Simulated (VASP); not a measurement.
# GeSe (Pnma) in VASP: a series of runs, part 2 of 2

VASP 6.6.1. The steps go on from the part before.

**5. Single point, PBE (23.37 Å³/atom)**

This run uses another cell than the first one, of 23.37 Å³/atom.

The input, INCAR:

```
PREC = Accurate
ENCUT = 500
EDIFF = 1E-6
ISMEAR = -1
SIGMA = 0.02
LREAL = False
LASPH = True
NELM = 120
ALGO = Normal
ISIF = 2
LWAVE = False
LCHARG = False
GGA = PE
NBANDS = 50
GGA_COMPAT = False
```

The input, KPOINTS:

```
regular mesh
0
Gamma
  4 11 10
```

The input, POSCAR:

```
GeSe
1.0
   10.8916577174      0.0000000000      0.0000000000
    0.0000000000      3.8754974318      0.0000000000
    0.0000000000      0.0000000000      4.4291399221
Ge Se
4 4
Direct
    0.1211636621      0.2500000000      0.1162513219
    0.8788363379      0.7500000000      0.8837486781
    0.3788363379      0.7500000000      0.6162513219
    0.6211636621      0.2500000000      0.3837486781
    0.8542160639      0.2500000000      0.4969106977
    0.1457839361      0.7500000000      0.5030893023
    0.6457839361      0.7500000000     -0.0030893023
    0.3542160639      0.2500000000      0.0030893023
```

Potentials or basis: VASP PAW PBE potentials, release 64 (Ge_d, Se).

Command:

```console
cat potpaw_PBE.64/Ge_d/POTCAR potpaw_PBE.64/Se/POTCAR > POTCAR
mpirun -np 1 vasp_std > vasp.out
```

OUTCAR:

```text
PREC = Accurate
   ENCUT = 500
   EDIFF = 1E-6
   ISMEAR = -1
   LREAL = False
   LASPH = True
   NELM = 120
   ISIF = 2
   GGA = PE

 ion  position               nearest neighbor table
   1  0.121  0.250  0.116-   8 2.59   6 2.60   6 2.60
   2  0.879  0.750  0.884-   7 2.59   5 2.60   5 2.60
   3  0.379  0.750  0.616-   6 2.59   8 2.60   8 2.60
   4  0.621  0.250  0.384-   5 2.59   7 2.60   7 2.60
   5  0.854  0.250  0.497-   4 2.59   2 2.60   2 2.60
   6  0.146  0.750  0.503-   3 2.59   1 2.60   1 2.60
   7  0.646  0.750  0.997-   2 2.59   4 2.60   4 2.60
   8  0.354  0.250  0.003-   1 2.59   3 2.60   3 2.60

  LATTYP: Found a simple orthorhombic cell.
 ALAT       =     3.8754974318
 B/A-ratio  =     1.1428571429
 C/A-ratio  =     2.8103896104

  Lattice vectors:

 A1 = (   0.0000000000,   3.8754974318,   0.0000000000)
 A2 = (   0.0000000000,   0.0000000000,   4.4291399221)
 A3 = (  10.8916577174,   0.0000000000,   0.0000000000)

Analysis of symmetry for initial positions (statically):
=====================================================================
 Subroutine PRICEL returns:
[... 185 lines left out ...]
 E-fermi :   4.5524     XC(G=0):  -9.8562

 val. band max:        4.1467855171   @ k =   0.0000   0.0000   0.3000
 cond. band min:       4.9301995280   @ k =   0.0000   0.0000   0.0000
 fundamental gap:      0.7834140110
 Fermi energy:         4.5523565633

 k-point     1 :       0.0000    0.0000    0.0000
  band No.  band energies     occupation
      1     -20.3834      2.00000
      2     -20.3814      2.00000
      3     -20.3801      2.00000
      4     -20.3791      2.00000
      5     -20.3788      2.00000
      6     -20.3787      2.00000
[... 1261 lines left out ...]
     49       8.9745      0.00000
     50       9.0120      0.00000

 [... further k-points ...]
[... 5 lines left out ...]
  --------------------------------------------------------------------------------------
  -------------------------------------------------------------------------------------
  Total        1.4505785      1.1155316      1.1670750      0.0000000     -0.0000000      0.0000000
  in kB       12.4311411      9.5598619     10.0015775      0.0000000     -0.0000000      0.0000000
  external PRESSURE =      10.6641935 kB  Pullay stress =       0.0000000 kB

 VOLUME and BASIS-vectors are now :
 -----------------------------------------------------------------------------
  energy-cutoff  :      500.00
  volume of cell :      186.96
      direct lattice vectors                 reciprocal lattice vectors
    10.891657717  0.000000000  0.000000000     0.091813388  0.000000000  0.000000000
     0.000000000  3.875497432  0.000000000     0.000000000  0.258031393  0.000000000
     0.000000000  0.000000000  4.429139922     0.000000000  0.000000000  0.225777469

 POSITION                                       TOTAL-FORCE (eV/Angst)
 -----------------------------------------------------------------------------------
      1.31967      0.96887      0.51489        -0.006929     -0.000000     -0.008298
      9.57198      2.90662      3.91425         0.006929     -0.000000      0.008298
      4.12616      2.90662      2.72946         0.006929     -0.000000     -0.008298
      6.76550      0.96887      1.69968        -0.006929     -0.000000      0.008298
      9.30383      0.96887      2.20089         0.005245      0.000000     -0.002394
      1.58783      2.90662      2.22825        -0.005245      0.000000      0.002394
      7.03366      2.90662      4.41546        -0.005245     -0.000000     -0.002394
      3.85800      0.96887      0.01368         0.005245     -0.000000      0.002394
 -----------------------------------------------------------------------------------
    total drift:                               -0.000000      0.000000     -0.000000

  FREE ENERGIE OF THE ION-ELECTRON SYSTEM (eV)
  ---------------------------------------------------
  free  energy   TOTEN  =       -33.8435678356 eV

  energy  without entropy=      -33.8435678355  energy(sigma->0) =      -33.84356784
```

stdout:

```text
POSCAR found type information on POSCAR GeSe
 POSCAR found :  2 types and       8 ions
 scaLAPACK will be used
 LDA part: xc-table for (Slater+PW92), standard interpolation
 POSCAR, INCAR and KPOINTS ok, starting setup
 FFT: planning ... GRIDC
 FFT: planning ... GRID_SOFT
 FFT: planning ... GRID
 WAVECAR not read
 entering main loop
```

Wall time 6.4 min (1 thread of Oxide Virtual Turin-like, shared host); peak memory 0.72 GiB.

What came out:

```yaml
Free_energy: -33.8436 eV
Pressure: 1.1 GPa
Largest_force: 0.011 eV/Å
Band_gap_on_the_k_mesh: 0.78 eV (least direct gap 0.94 eV)
```

Forces on the atoms (eV/Å):
```
Ge  -0.007  0.000 -0.008
Ge   0.007  0.000  0.008
Ge   0.007  0.000 -0.008
Ge  -0.007  0.000  0.008
Se   0.005  0.000 -0.002
Se  -0.005  0.000  0.002
Se  -0.005  0.000 -0.002
Se   0.005  0.000  0.002
```

Stress tensor (GPa, compression positive):
```
1.24 0.00 0.00
0.00 0.96 0.00
0.00 0.00 1.00
```

Levels at points of the mesh, in eV from the valence-band top:
| k point | band 36 | band 37 | band 38 | band 39 | band 40 | band 41 | band 42 | band 43 | band 44 | band 45 |
| --- | --- | --- | --- | --- | --- | --- | --- | --- | --- | --- |
| (0.00, 0.00, 0.00) | -1.77 | -1.32 | -0.97 | -0.78 | -0.16 | 0.78 | 2.65 | 2.72 | 2.74 | 3.03 |
| (0.50, 0.00, 0.00) | -2.00 | -1.63 | -1.63 | -0.39 | -0.39 | 2.38 | 2.38 | 2.49 | 2.49 | 3.51 |
| (0.00, 0.00, 0.50) | -1.27 | -0.95 | -0.95 | -0.35 | -0.35 | 1.25 | 1.25 | 2.00 | 2.00 | 2.15 |
| (0.50, 0.00, 0.50) | -1.83 | -0.54 | -0.54 | -0.49 | -0.49 | 1.30 | 1.30 | 2.02 | 2.02 | 2.22 |

**6. Summary**

| cell | gap on the mesh (eV) | pressure (GPa) | largest force (eV/Å) |
| --- | --- | --- | --- |
| a = 10.747, b = 3.824, c = 4.370 Å, 8 atoms, atomic positions A | 0.61 | 2.6 | 0.02 |
| a = 10.962, b = 3.901, c = 4.458 Å, 8 atoms, atomic positions B | 0.88 | 0.5 | 0.03 |
| a = 10.674, b = 3.798, c = 4.341 Å, 8 atoms, atomic positions C | 0.52 | 3.5 | 0.04 |
| a = 10.892, b = 3.875, c = 4.429 Å, 8 atoms, atomic positions D | 0.78 | 1.1 | 0.01 |

Alike in all rows: task single point; level PBE; potentials or basis VASP PAW PBE potentials, release 64 (Ge_d, Se); no spin polarisation; k mesh 4 × 11 × 10; cutoff (eV) 500; smearing fermi-dirac 0.02 eV.

Caveats: the cell stands under pressure (at least some runs).

Total energies depend on the potentials used, so only differences within one code and one set of settings carry meaning.
